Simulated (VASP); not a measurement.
# Ir3Ru2 (P-3m1) in VASP: single point with PBE

Aim: the single point of Ir3Ru2 with PBE.

All numbers are computed with VASP 6.6.1; they aren't measurements. Logs are shortened: lines on timing, memory, paths and dates and some standing lists are left out, and cuts for length are marked.

### Step 1. The cell of the first run

It takes space group P-3m1 (No. 164, trigonal). Conventional cell: a = 2.739 Å, b = 2.739 Å, c = 21.899 Å, α = 90.00°, β = 90.00°, γ = 120.00°. Ru (site symmetry 3m) has 9 Ru at 2.62 to 2.74 Å and 3 Ir at 2.69 Å within 3.5 Å. Ru (site symmetry 3m) has 9 Ru at 2.62 to 2.74 Å and 3 Ir at 2.69 Å within 3.5 Å. Ir (site symmetry 3m) has 3 Ru at 2.69 Å and 9 Ir at 2.74 to 2.77 Å within 3.6 Å. Within 3.5 Å of Ir (site symmetry 3m) lie 3 Ru at 2.69 Å and 9 Ir at 2.74 to 2.75 Å. Within 3.6 Å of Ir (site symmetry 3m) lie 12 Ir at 2.74 to 2.75 Å.

### Step 2. Single point, PBE

The input, INCAR:

```
PREC = Accurate
ENCUT = 500
EDIFF = 1E-6
ISMEAR = 0
SIGMA = 0.2
LREAL = F
LASPH = T
NELM = 300
ALGO = All
ISIF = 2
LWAVE = F
LCHARG = T
GGA = PE
LVHAR = T
NBANDS = 66
GGA_COMPAT = F
ISEARCH = 1
KPAR = 4
```

The input, KPOINTS:

```
regular mesh
0
Gamma
  12 12 1
```

The input, POSCAR:

```
Ir3Ru2
1.0
    2.7393230722      0.0000000000      0.0000000000
   -1.3696615361      2.3723233697      0.0000000000
    0.0000000000      0.0000000000     21.8989873914
Ru Ir
4 6
Direct
    0.3333333333      0.6666666667      0.1514401720
    0.3333333333      0.6666666667      0.7529625432
    0.6666666667      0.3333333333      0.2470374568
    0.6666666667      0.3333333333      0.8485598280
    0.3333333333      0.6666666667      0.9480542210
    0.3333333333      0.6666666667      0.3461899901
    0.3333333333      0.6666666667      0.5510074610
    0.6666666667      0.3333333333      0.0519457790
    0.6666666667      0.3333333333      0.4489925390
    0.6666666667      0.3333333333      0.6538100099
```

Potentials or basis: VASP PAW PBE potentials, release 64 (Ru_pv, Ir).

Run with:

```console
> cat potpaw_PBE.64/Ru_pv/POTCAR potpaw_PBE.64/Ir/POTCAR > POTCAR
> mpirun -np 4 vasp_std > vasp.out
```

OUTCAR:

```text
PREC = Accurate
   ENCUT = 500
   EDIFF = 1E-6
   ISMEAR = 0
   LREAL = F
   LASPH = T
   NELM = 300
   ISIF = 2
   GGA = PE

 ion  position               nearest neighbor table
   1  0.333  0.667  0.151-   3 2.62   3 2.62   3 2.62   8 2.69   8 2.69   8 2.69
   2  0.333  0.667  0.753-   4 2.62   4 2.62   4 2.62  10 2.69  10 2.69  10 2.69
   3  0.667  0.333  0.247-   1 2.62   1 2.62   1 2.62   6 2.69   6 2.69   6 2.69
   4  0.667  0.333  0.849-   2 2.62   2 2.62   2 2.62   5 2.69   5 2.69   5 2.69
   5  0.333  0.667  0.948-   4 2.69   4 2.69   4 2.69   8 2.77   8 2.77   8 2.77
   6  0.333  0.667  0.346-   3 2.69   3 2.69   3 2.69   9 2.75   9 2.75   9 2.75
   7  0.333  0.667  0.551-   9 2.74   9 2.74   9 2.74  10 2.75  10 2.75  10 2.75
   8  0.667  0.333  0.052-   1 2.69   1 2.69   1 2.69   5 2.77   5 2.77   5 2.77
   9  0.667  0.333  0.449-   7 2.74   7 2.74   7 2.74   6 2.75   6 2.75   6 2.75
  10  0.667  0.333  0.654-   2 2.69   2 2.69   2 2.69   7 2.75   7 2.75   7 2.75

  LATTYP: Found a hexagonal cell.
 ALAT       =     2.7393230722
 C/A-ratio  =     7.9943061896

  Lattice vectors:

 A1 = (   2.7393230722,   0.0000000000,   0.0000000000)
 A2 = (  -1.3696615361,   2.3723233697,   0.0000000000)
 A3 = (   0.0000000000,   0.0000000000,  21.8989873914)

Analysis of symmetry for initial positions (statically):
=====================================================================
 Subroutine PRICEL returns:
 Original cell was already a primitive cell.

 Routine SETGRP: Setting up the symmetry group for a
 hexagonal supercell.

 Subroutine GETGRP returns: Found 12 space group operations
 (whereof 12 operations were pure point group operations)
 out of a pool of 24 trial point group operations.

The static configuration has the point symmetry D_3d.

Analysis of symmetry for dynamics (positions and initial velocities):
=====================================================================
 Subroutine PRICEL returns:
 Original cell was already a primitive cell.

 Routine SETGRP: Setting up the symmetry group for a
 hexagonal supercell.

 Subroutine GETGRP returns: Found 12 space group operations
 (whereof 12 operations were pure point group operations)
 out of a pool of 24 trial point group operations.

The dynamic configuration has the point symmetry D_3d.

 Subroutine INISYM returns: Found 12 space group operations
 (whereof 12 operations are pure point group operations),
 and found     1 'primitive' translations

----------------------------------------------------------------------------------------

                                     Primitive cell

  volume of cell :     142.3119

  direct lattice vectors                    reciprocal lattice vectors
     2.739323072  0.000000000  0.000000000     0.365053692  0.210763847  0.000000000
    -1.369661536  2.372323370  0.000000000     0.000000000  0.421527694  0.000000000
     0.000000000  0.000000000 21.898987391     0.000000000  0.000000000  0.045664212

  length of vectors
     2.739323072  2.739323072 21.898987391     0.421527694  0.421527694  0.045664212

  position of ions in fractional coordinates (direct lattice)
     0.333333333  0.666666667  0.151440172
     0.333333333  0.666666667  0.752962543
     0.666666667  0.333333333  0.247037457
     0.666666667  0.333333333  0.848559828
     0.333333333  0.666666667  0.948054221
     0.333333333  0.666666667  0.346189990
     0.333333333  0.666666667  0.551007461
     0.666666667  0.333333333  0.051945779
     0.666666667  0.333333333  0.448992539
     0.666666667  0.333333333  0.653810010

  ion indices of the primitive-cell ions
   primitive index   ion index
                 1           1
                 2           2
                 3           3
                 4           4
                 5           5
                 6           6
                 7           7
                 8           8
                 9           9
                10          10

----------------------------------------------------------------------------------------

 KPOINTS: regular mesh

Automatic generation of k-mesh.
 Grid dimensions read from file:
 generate k-points for:   12   12    1

 Generating k-lattice:

  Cartesian coordinates                     Fractional coordinates (reciprocal lattice)
     0.030421141  0.017563654  0.000000000     0.083333333 -0.000000000  0.000000000
     0.000000000  0.035127308  0.000000000     0.000000000  0.083333333  0.000000000
     0.000000000  0.000000000  0.045664212     0.000000000  0.000000000  1.000000000

  Length of vectors
     0.035127308  0.035127308  0.045664212

  Shift w.r.t. Gamma in fractional coordinates (k-lattice)
     0.000000000  0.000000000  0.000000000

 Subroutine IBZKPT returns following result:
 ===========================================

 Found     19 irreducible k-points:

 Following reciprocal coordinates:
            Coordinates               Weight
  0.000000  0.000000  0.000000      1.000000
  0.083333  0.000000  0.000000      6.000000
  0.166667  0.000000  0.000000      6.000000
  0.250000  0.000000  0.000000      6.000000
  0.333333  0.000000  0.000000      6.000000
  0.416667  0.000000  0.000000      6.000000
[... 11 lines left out ...]
  0.333333  0.250000  0.000000     12.000000
  0.333333  0.333333  0.000000      2.000000
   k-points           NKPTS =     19   k-points in BZ     NKDIM =     19   number of bands    NBANDS=     66
   number of dos      NEDOS =    301   number of ions     NIONS =     10
   total plane-waves  NPLWV =  64000
   dimension x,y,z NGX =    20 NGY =   20 NGZ =  160
   dimension x,y,z NGXF=    40 NGYF=   40 NGZF=  320
   ions per type =               4   6
   NGX,Y,Z   is equivalent  to a cutoff of  12.14, 12.14, 12.15 a.u.
   NGXF,Y,Z  is equivalent  to a cutoff of  24.28, 24.28, 24.29 a.u.
 SYSTEM =  unknown system
   PREC   = accura    normal or accurate (medium, high low for compatibility)
   ISTART =      0    job   : 0-new  1-cont  2-samecut
   ICHARG =      2    charge: 1-file 2-atom 10-const
   ISPIN  =      1    spin polarized calculation?
   LNONCOLLINEAR =      F non collinear calculations
   LSORBIT =      F    spin-orbit coupling
   LASPH  =      T    aspherical Exc in radial PAW
   ENCUT  =  500.0 eV  36.75 Ry    6.06 a.u.   4.99  4.99 39.93*2*pi/ulx,y,z
   NELM   =    300;   NELMIN=  2; NELMDL= -5     # of ELM steps
   EDIFF  = 0.1E-05   stopping-criterion for ELM
   LREAL  =      F    real-space projection
   EDIFFG = 0.1E-04   stopping-criterion for IOM
   NSW    =      0    number of steps for IOM
   IBRION =     -1    ionic relax: 0-MD 1-quasi-New 2-CG
   NFREE  =      0    steps in history (QN), initial steepest desc. (CG)
   ISIF   =      2    stress and relaxation
   ISYM   =      2    0-nonsym 1-usesym 2-fastsym
   POTIM  = 0.5000    time-step for ionic-motion
   TEBEG  =    0.0;   TEEND  =   0.0 temperature during run
   PSTRESS=    0.0 pullay stress
   NELECT =     110.0000    total number of electrons
   NUPDOWN=      -1.0000    fix difference up-down
   EMIN   =  10.00;   EMAX   =-10.00  energy-range for DOS
   EFERMI =   0.00;   METHOD = LEGACY
   ISMEAR =     0;   SIGMA  =   0.20  broadening in eV -4-tet -1-fermi 0-gaus
   EFERMI_NEDOS =   21; number of points for ismear=-14 and -15
   IALGO  =     58    algorithm
   IMIX   =      4    mixing-type and parameters
     AMIX     =   0.40;   BMIX     =  1.00
     AMIX_MAG =   1.60;   BMIX_MAG =  1.00
  volume/ion in A,a.u.               =      14.23        96.04
  Fermi-wavevector in a.u.,A,eV,Ry     =   1.502422  2.839166 30.712058  2.257273
  Thomas-Fermi vector in A             =   2.613665
   LORBIT       =      0    0 simple, 1 ext, 2 COOP (PROOUT), +10 PAW based schemes
   GGA     = PE    functional components
   LHFCALC =     F    Hartree Fock is set to
   AEXX    =    0.0000 exact exchange contribution
   IVDW    =     0    specifies the selected vdW correction
   LEPSILON=     F    determine dielectric tensor
   LRPA    =     F    only Hartree local field effects (RPA)
 non-spin polarized calculation
 Gauss-broadening in eV      SIGMA  =   0.20
  energy-cutoff  :      500.00
  volume of cell :      142.31
 maximum number of plane-waves:      3663
 NGX is ok and might be reduce to    20
   NGX =  9   NGY =  9   NGZ = 79

 number of electron     110.0000010 magnetization

 Free energy of the ion-electron system (eV)
  ---------------------------------------------------
  ext. energy  EPLUGINS =         0.00000000
  ---------------------------------------------------
  free energy    TOTEN  =       -90.11135003 eV

  energy without entropy =      -89.91975296  energy(sigma->0) =      -90.01555150

 E-fermi :  11.0895     XC(G=0): -13.9058

 val. band max:       11.0886004457   @ k =   0.2500   0.1667   0.0000
 cond. band min:      11.1029943278   @ k =   0.2500   0.0833   0.0000
 fundamental gap:      0.0143938820
 Fermi energy:        11.0894882220

 k-point     1 :       0.0000    0.0000    0.0000
  band No.  band energies     occupation
      1     -32.5773      2.00000
      2     -32.5772      2.00000
      3     -31.9720      2.00000
      4     -31.9719      2.00000
      5     -31.8542      2.00000
      6     -31.8542      2.00000
[... 58 lines left out ...]
     65      11.2927      0.15627
     66      11.2923      0.14961

 k-point     2 :       0.0833    0.0000    0.0000
  band No.  band energies     occupation
      1     -32.5651      2.00000
      2     -32.5650      2.00000
      3     -31.9987      2.00000
      4     -31.9986      2.00000
      5     -31.8749      2.00000
      6     -31.8749      2.00000
[... 1162 lines left out ...]
     65      15.7030      0.00000
     66      16.5163      0.00000

 k-point    19 :       0.3333    0.3333    0.0000
  band No.  band energies     occupation
      1     -32.4129      2.00000
      2     -32.4129      2.00000
      3     -32.4090      2.00000
      4     -32.4090      2.00000
      5     -32.3622      2.00000
      6     -32.3622      2.00000
[... 58 lines left out ...]
     65      16.4488      0.00000
     66      16.4495      0.00000

------------------------ aborting loop because EDIFF is reached ----------------------------------------

  FORCE on cell =-STRESS in cart. coord.  units (eV):
  Direction    XX          YY          ZZ          XY          YZ          ZX
  --------------------------------------------------------------------------------------
  -------------------------------------------------------------------------------------
  Total        0.5070280      0.5070280      0.1461492      0.0000000      0.0000000     -0.0000000
  in kB        5.7082287      5.7082287      1.6453782      0.0000000      0.0000000     -0.0000000
  external PRESSURE =       4.3539452 kB  Pullay stress =       0.0000000 kB

 VOLUME and BASIS-vectors are now :
 -----------------------------------------------------------------------------
  energy-cutoff  :      500.00
  volume of cell :      142.31
      direct lattice vectors                 reciprocal lattice vectors
     2.739323072  0.000000000  0.000000000     0.365053692  0.210763847  0.000000000
    -1.369661536  2.372323370  0.000000000     0.000000000  0.421527694  0.000000000
     0.000000000  0.000000000 21.898987391     0.000000000  0.000000000  0.045664212

 POSITION                                       TOTAL-FORCE (eV/Angst)
 -----------------------------------------------------------------------------------
     -0.00000      1.58155      3.31639        -0.000000     -0.000000      0.008436
     -0.00000      1.58155     16.48912        -0.000000      0.000000      0.045248
      1.36966      0.79077      5.40987        -0.000000     -0.000000     -0.045248
      1.36966      0.79077     18.58260         0.000000      0.000000     -0.008436
     -0.00000      1.58155     20.76143        -0.000000     -0.000000     -0.032216
     -0.00000      1.58155      7.58121        -0.000000      0.000000     -0.054342
     -0.00000      1.58155     12.06651        -0.000000      0.000000      0.008385
      1.36966      0.79077      1.13756         0.000000      0.000000      0.032216
      1.36966      0.79077      9.83248         0.000000     -0.000000     -0.008385
      1.36966      0.79077     14.31778         0.000000      0.000000      0.054342
 -----------------------------------------------------------------------------------
    total drift:                                0.000000      0.000000     -0.000000

  FREE ENERGIE OF THE ION-ELECTRON SYSTEM (eV)
  ---------------------------------------------------
  free  energy   TOTEN  =       -90.1113500280 eV

  energy  without entropy=      -89.9197579285  energy(sigma->0) =      -90.01555398
```

Wall time 5.3 min (4 MPI ranks of Intel Xeon Platinum 8488C (Sapphire Rapids), shared host); peak memory 0.45 GiB.

Results:

| Property | Result |
| --- | --- |
| Free energy | -90.1114 eV |
| Pressure | 0.4 GPa |
| Largest force | 0.054 eV/Å |
| Band gap on the k mesh | zero (bands 55 and 56 overlap by 2.63 eV) |

Forces on the atoms (eV/Å):
```
Ru   0.000  0.000  0.008
Ru   0.000  0.000  0.045
Ru   0.000  0.000 -0.045
Ru   0.000  0.000 -0.008
Ir   0.000  0.000 -0.032
Ir   0.000  0.000 -0.054
Ir   0.000  0.000  0.008
Ir   0.000  0.000  0.032
Ir   0.000  0.000 -0.008
Ir   0.000  0.000  0.054
```

Caveat: spin-orbit coupling is left out, which moves the levels of the heavy elements.
